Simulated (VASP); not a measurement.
# LiF (Fm-3m) in VASP: further runs

Aim: see how the results for LiF move with the level of theory and the settings. Levels: LDA, PBEsol. Tasks: single point.

All numbers are computed with VASP 6.6.1; they aren't measurements. Logs are shortened: lines on timing, memory, paths and dates and some standing lists are left out, and cuts for length are marked.

## 1. The cell of the first run

Symmetry: Fm-3m, No. 225, cubic system. The conventional cell has a = 3.990 Å, b = 3.990 Å, c = 3.990 Å, α = 90.00°, β = 90.00°, γ = 90.00°. Li (site symmetry m-3m) has 6 F at 1.99 Å within 2.6 Å. Within 2.6 Å of F (site symmetry m-3m) lie 6 Li at 1.99 Å.

## 2. Single point, LDA

Contents of INCAR:

```
SYSTEM = LiF
PREC = Accurate
ENCUT = 520
EDIFF = 1E-6
ISMEAR = 0
SIGMA = 0.01
LREAL = .False.
LASPH = .True.
NELM = 100
ALGO = Normal
ISIF = 2
LWAVE = .False.
LCHARG = .False.
NBANDS = 12
```

Contents of KPOINTS:

```
Automatic mesh
0
Gamma
  6 6 6
  0 0 0
```

Contents of POSCAR:

```
LiF
1.0
    0.0000000000      1.9948717406      1.9948717406
    1.9948717406      0.0000000000      1.9948717406
    1.9948717406      1.9948717406      0.0000000000
Li F
1 1
Direct
    0.0000000000      0.0000000000      0.0000000000
    0.5000000000      0.5000000000      0.5000000000
```

Potentials or basis: VASP PAW LDA potentials, release 64 (Li_sv, F).

Started as:

```sh
$ cat potpaw_LDA.64/Li_sv/POTCAR potpaw_LDA.64/F/POTCAR > POTCAR
$ mpirun -np 1 vasp_std > vasp.out
```

OUTCAR:

```text
SYSTEM = LiF
   PREC = Accurate
   ENCUT = 520
   EDIFF = 1E-6
   ISMEAR = 0
   LREAL = .False.
   LASPH = .True.
   NELM = 100
   ISIF = 2

 ion  position               nearest neighbor table
   1  0.000  0.000  0.000-   2 1.99   2 1.99   2 1.99   2 1.99   2 1.99   2 1.99
   2  0.500  0.500  0.500-   1 1.99   1 1.99   1 1.99   1 1.99   1 1.99   1 1.99

  LATTYP: Found a face centered cubic cell.
 ALAT       =     3.9897434812

  Lattice vectors:

 A1 = (   0.0000000000,   1.9948717406,   1.9948717406)
 A2 = (   1.9948717406,   0.0000000000,   1.9948717406)
 A3 = (   1.9948717406,   1.9948717406,   0.0000000000)

Analysis of symmetry for initial positions (statically):
=====================================================================
 Subroutine PRICEL returns:
 Original cell was already a primitive cell.

 Routine SETGRP: Setting up the symmetry group for a
 face centered cubic supercell.

 Subroutine GETGRP returns: Found 48 space group operations
 (whereof 48 operations were pure point group operations)
 out of a pool of 48 trial point group operations.

The static configuration has the point symmetry O_h .

Analysis of symmetry for dynamics (positions and initial velocities):
=====================================================================
 Subroutine PRICEL returns:
 Original cell was already a primitive cell.

 Routine SETGRP: Setting up the symmetry group for a
 face centered cubic supercell.

 Subroutine GETGRP returns: Found 48 space group operations
 (whereof 48 operations were pure point group operations)
 out of a pool of 48 trial point group operations.

The dynamic configuration has the point symmetry O_h .

 Subroutine INISYM returns: Found 48 space group operations
 (whereof 48 operations are pure point group operations),
 and found     1 'primitive' translations

----------------------------------------------------------------------------------------

                                     Primitive cell

  volume of cell :      15.8772

  direct lattice vectors                    reciprocal lattice vectors
     0.000000000  1.994871741  1.994871741    -0.250642680  0.250642680  0.250642680
     1.994871741  0.000000000  1.994871741     0.250642680 -0.250642680  0.250642680
     1.994871741  1.994871741  0.000000000     0.250642680  0.250642680 -0.250642680

  length of vectors
     2.821174671  2.821174671  2.821174671     0.434125857  0.434125857  0.434125857

  position of ions in fractional coordinates (direct lattice)
     0.000000000  0.000000000  0.000000000
     0.500000000  0.500000000  0.500000000

  ion indices of the primitive-cell ions
[... 79 lines left out ...]
   EMIN   =  10.00;   EMAX   =-10.00  energy-range for DOS
   EFERMI =   0.00;   METHOD = LEGACY
   ISMEAR =     0;   SIGMA  =   0.01  broadening in eV -4-tet -1-fermi 0-gaus
   EFERMI_NEDOS =   21; number of points for ismear=-14 and -15
   IALGO  =     38    algorithm
   IMIX   =      4    mixing-type and parameters
     AMIX     =   0.40;   BMIX     =  1.00
     AMIX_MAG =   1.60;   BMIX_MAG =  1.00
  volume/ion in A,a.u.               =       7.94        53.57
  Fermi-wavevector in a.u.,A,eV,Ry     =   1.403298  2.651848 26.793202  1.969245
  Thomas-Fermi vector in A             =   2.525974
   LORBIT       =      0    0 simple, 1 ext, 2 COOP (PROOUT), +10 PAW based schemes
   GGA     = CA    functional components
   LHFCALC =     F    Hartree Fock is set to
   AEXX    =    0.0000 exact exchange contribution
   IVDW    =     0    specifies the selected vdW correction
   LEPSILON=     F    determine dielectric tensor
   LRPA    =     F    only Hartree local field effects (RPA)
 non-spin polarized calculation
 Gauss-broadening in eV      SIGMA  =   0.01
  energy-cutoff  :      520.00
  volume of cell :       15.88
 maximum number of plane-waves:       444
 NGX is ok and might be reduce to    24
   NGX = 11   NGY = 11   NGZ = 11

 number of electron      10.0000000 magnetization

 number of electron       9.9999997 magnetization

 Free energy of the ion-electron system (eV)
  ---------------------------------------------------
  ext. energy  EPLUGINS =         0.00000000
  ---------------------------------------------------
  free energy    TOTEN  =       -10.48747988 eV

  energy without entropy =      -10.48747988  energy(sigma->0) =      -10.48747988

 E-fermi :  -1.0187     XC(G=0): -10.8135

 val. band max:       -1.1188065292   @ k =   0.0000   0.0000   0.0000
 cond. band min:       7.9803655665   @ k =   0.0000   0.0000   0.0000
 fundamental gap:      9.0991720957
 Fermi energy:        -1.0187140180

 k-point     1 :       0.0000    0.0000    0.0000
  band No.  band energies     occupation
      1     -40.8135      2.00000
      2     -20.7666      2.00000
      3      -1.1188      2.00000
      4      -1.1188      2.00000
      5      -1.1188      2.00000
      6       7.9804      0.00000
      7      22.7073      0.00000
      8      22.7073      0.00000
      9      22.7073      0.00000
     10      23.0670      0.00000
     11      23.0670      0.00000
     12      23.0670      0.00000
[... 211 lines left out ...]
 k-point    16 :      -0.3333    0.5000    0.1667
  band No.  band energies     occupation
      1     -40.7148      2.00000
      2     -20.0112      2.00000
      3      -3.8820      2.00000
      4      -2.8060      2.00000
      5      -2.0176      2.00000
      6      13.6054      0.00000
      7      14.0836      0.00000
      8      16.2162      0.00000
      9      18.3364      0.00000
     10      22.7054      0.00000
     11      30.5156      0.00000
     12      33.1301      0.00000

------------------------ aborting loop because EDIFF is reached ----------------------------------------

  FORCE on cell =-STRESS in cart. coord.  units (eV):
  Direction    XX          YY          ZZ          XY          YZ          ZX
  --------------------------------------------------------------------------------------
  -------------------------------------------------------------------------------------
  Total       -0.4844653     -0.4844653     -0.4844653      0.0000000      0.0000000     -0.0000000
  in kB      -48.8875520    -48.8875520    -48.8875520      0.0000000      0.0000000     -0.0000000
  external PRESSURE =     -48.8875520 kB  Pullay stress =       0.0000000 kB

 VOLUME and BASIS-vectors are now :
 -----------------------------------------------------------------------------
  energy-cutoff  :      520.00
  volume of cell :       15.88
      direct lattice vectors                 reciprocal lattice vectors
     0.000000000  1.994871741  1.994871741    -0.250642680  0.250642680  0.250642680
     1.994871741  0.000000000  1.994871741     0.250642680 -0.250642680  0.250642680
     1.994871741  1.994871741  0.000000000     0.250642680  0.250642680 -0.250642680

 POSITION                                       TOTAL-FORCE (eV/Angst)
 -----------------------------------------------------------------------------------
      0.00000      0.00000      0.00000         0.000000      0.000000      0.000000
      1.99487      1.99487      1.99487        -0.000000     -0.000000      0.000000
 -----------------------------------------------------------------------------------
    total drift:                               -0.000000     -0.000000      0.000000

  FREE ENERGIE OF THE ION-ELECTRON SYSTEM (eV)
  ---------------------------------------------------
  free  energy   TOTEN  =       -10.4874798762 eV

  energy  without entropy=      -10.4874798762  energy(sigma->0) =      -10.48747988
```

Run time: 2.8 s. Hardware: 1 thread of Intel Xeon Platinum 8259CL at 2.50GHz (Skylake/Cascade Lake), shared host; peak memory 0.12 GiB.

What came out:

* Free energy: -10.4875 eV
* Band gap on the k mesh: 9.10 eV, direct

Caveat: the k points lie up to 0.45 Å⁻¹ apart; the cutoff is under 1.25 times the usual one of these potentials, so pressure, stress and relaxed cells hold a basis-set (Pulay) error.

## 3. Single point, PBEsol

Contents of INCAR:

```
SYSTEM = LiF
  PREC = Accurate
  ENCUT = 520
  EDIFF = 1E-6
  ISMEAR = 0
  SIGMA = 0.01
  LREAL = .FALSE.
  LASPH = .TRUE.
  NELM = 80
  ALGO = Normal
  ISIF = 2
  LWAVE = .FALSE.
  LCHARG = .FALSE.
  GGA = PS
  NBANDS = 12
```

Contents of KPOINTS:

```
regular mesh
0
G
  6 6 6
  0 0 0
```

POSCAR is that of step 2.

Potentials or basis: VASP PAW PBE potentials, release 64 (Li_sv, F).

Started as:

```sh
$ cat potpaw_PBE.64/Li_sv/POTCAR potpaw_PBE.64/F/POTCAR > POTCAR
$ mpirun -np 1 vasp_std > vasp.out
```

OUTCAR:

```text
SYSTEM = LiF
   PREC = Accurate
   ENCUT = 520
   EDIFF = 1E-6
   ISMEAR = 0
   LREAL = .FALSE.
   LASPH = .TRUE.
   NELM = 80
   ISIF = 2
   GGA = PS

 ion  position               nearest neighbor table
   1  0.000  0.000  0.000-   2 1.99   2 1.99   2 1.99   2 1.99   2 1.99   2 1.99
   2  0.500  0.500  0.500-   1 1.99   1 1.99   1 1.99   1 1.99   1 1.99   1 1.99

  LATTYP: Found a face centered cubic cell.
 ALAT       =     3.9897434812

  Lattice vectors:

 A1 = (   0.0000000000,   1.9948717406,   1.9948717406)
 A2 = (   1.9948717406,   0.0000000000,   1.9948717406)
[... 418 lines left out ...]

  FORCE on cell =-STRESS in cart. coord.  units (eV):
  Direction    XX          YY          ZZ          XY          YZ          ZX
  --------------------------------------------------------------------------------------
  -------------------------------------------------------------------------------------
  Total        0.0811762      0.0811762      0.0811762      0.0000000     -0.0000000      0.0000000
  in kB        8.1915187      8.1915187      8.1915187      0.0000000     -0.0000000      0.0000000
  external PRESSURE =       8.1915187 kB  Pullay stress =       0.0000000 kB

 VOLUME and BASIS-vectors are now :
 -----------------------------------------------------------------------------
  energy-cutoff  :      520.00
  volume of cell :       15.88
      direct lattice vectors                 reciprocal lattice vectors
     0.000000000  1.994871741  1.994871741    -0.250642680  0.250642680  0.250642680
     1.994871741  0.000000000  1.994871741     0.250642680 -0.250642680  0.250642680
     1.994871741  1.994871741  0.000000000     0.250642680  0.250642680 -0.250642680

 POSITION                                       TOTAL-FORCE (eV/Angst)
 -----------------------------------------------------------------------------------
      0.00000      0.00000      0.00000         0.000000      0.000000     -0.000000
      1.99487      1.99487      1.99487        -0.000000     -0.000000      0.000000
 -----------------------------------------------------------------------------------
    total drift:                               -0.000000     -0.000000      0.000000

  FREE ENERGIE OF THE ION-ELECTRON SYSTEM (eV)
  ---------------------------------------------------
  free  energy   TOTEN  =        -9.8514068220 eV

  energy  without entropy=       -9.8514068220  energy(sigma->0) =       -9.85140682
```

OSZICAR:

```text
N       E                     dE             d eps       ncg     rms          rms(c)
DAV:   1     0.333090580807E+02    0.33309E+02   -0.52468E+03   408   0.833E+02
DAV:   2    -0.901073949683E+01   -0.42320E+02   -0.41336E+02   480   0.193E+02
DAV:   3    -0.102639330701E+02   -0.12532E+01   -0.12506E+01   512   0.282E+01
DAV:   4    -0.102769231065E+02   -0.12990E-01   -0.12990E-01   428   0.321E+00
DAV:   5    -0.102771317722E+02   -0.20867E-03   -0.20867E-03   552   0.253E-01    0.406E+00
DAV:   6    -0.985090924510E+01    0.42622E+00   -0.19775E+00   416   0.872E+00    0.137E+00
DAV:   7    -0.984905782075E+01    0.18514E-02   -0.15354E-02   516   0.111E+00    0.832E-01
DAV:   8    -0.985133449874E+01   -0.22767E-02   -0.11417E-02   472   0.117E+00    0.101E-01
DAV:   9    -0.985136015784E+01   -0.25659E-04   -0.89754E-04   448   0.265E-01    0.414E-02
DAV:  10    -0.985140625005E+01   -0.46092E-04   -0.96350E-05   424   0.738E-02    0.731E-03
DAV:  11    -0.985140682197E+01   -0.57191E-06   -0.28648E-06   476   0.176E-02
   1 F= -.98514068E+01 E0= -.98514068E+01  d E =0.000000E+00
```

stdout:

```text
POSCAR found type information on POSCAR LiF
 POSCAR found :  2 types and       2 ions
 scaLAPACK will be used
 -----------------------------------------------------------------------------
|                                                                             |
|                                                                             |
|     You enforced a specific xc type in the INCAR file but a different       |
|     I HOPE YOU KNOW WHAT YOU ARE DOING!                                     |
|                                                                             |
 -----------------------------------------------------------------------------

 LDA part: xc-table for (Slater+PW92), standard interpolation
 POSCAR, INCAR and KPOINTS ok, starting setup
 FFT: planning ... GRIDC
 FFT: planning ... GRID_SOFT
 FFT: planning ... GRID
 WAVECAR not read
 entering main loop
```

It took 3.9 s on 1 thread of Intel Xeon Platinum 8259CL at 2.50GHz (Skylake/Cascade Lake), shared host; peak memory 0.12 GiB.

Results:

```yaml
Free_energy: -9.8514 eV
Band_gap_on_the_k_mesh: 9.18 eV, direct
```

Caveat: the k points lie up to 0.45 Å⁻¹ apart; the cutoff is under 1.25 times the usual one of these potentials, so pressure, stress and relaxed cells hold a basis-set (Pulay) error; the PAW data sets were made with another functional, which shifts forces and pressure a little.
